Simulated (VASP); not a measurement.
Write the native input for VASP 6.6.1 that does the following.

| Item | Value |
| --- | --- |
| Task | single point |
| Functional | PBE |
| Potentials or basis | VASP PAW PBE potentials, release 64 (Ga_d, P) |
| Cutoff | 520 eV |
| k mesh | 14 × 14 × 12 |
| Occupations | gaussian, width 0.1 eV |
| Spin | no spin polarisation |
| Dipole correction | no |
| Further INCAR settings | ALGO = Normal; EDIFF = 1e-06; NBANDS = 26 |

The structure of GaP (oS8 Cmcm) lies in POSCAR:

```
GaP
1.0
    2.3792119481     -2.4786699297      0.0000000000
    2.3792119481      2.4786699297      0.0000000000
    0.0000000000      0.0000000000      4.5922947676
Ga P
2 2
Direct
    0.3334845617      0.6665154383      0.2500000000
    0.6665154383      0.3334845617      0.7500000000
    0.8249676086      0.1750323914      0.2500000000
    0.1750323914      0.8249676086      0.7500000000
```

The input as run:

INCAR

```
SYSTEM = GaP
PREC = Accurate ; ENCUT = 520
EDIFF = 1E-6 ; ISMEAR = 0
SIGMA = 0.1 ; LREAL = .FALSE.
LASPH = .TRUE. ; NELM = 100
ALGO = Normal ; ISIF = 2
LWAVE = .FALSE. ; LCHARG = .FALSE.
GGA = PE ; NBANDS = 26
```

KPOINTS

```
Automatic mesh
0
G
  14 14 12
  0 0 0
```

Potentials or basis: VASP PAW PBE potentials, release 64 (Ga_d, P).

Launch:

```sh
$ cat potpaw_PBE.64/Ga_d/POTCAR potpaw_PBE.64/P/POTCAR > POTCAR
$ mpirun -np 1 vasp_std > vasp.out
```

It gave:

```json
{
  "Pressure": "30.8 GPa",
  "Band gap on the k mesh": "zero (band 18 reaches 10.64 eV, above the bottom of band 19 at 6.66 eV)"
}
```

It took 3.9 min on 1 thread of Intel(R) Xeon(R) Platinum 8488C (Sapphire Rapids), on a shared host, peak memory 0.53 GiB.
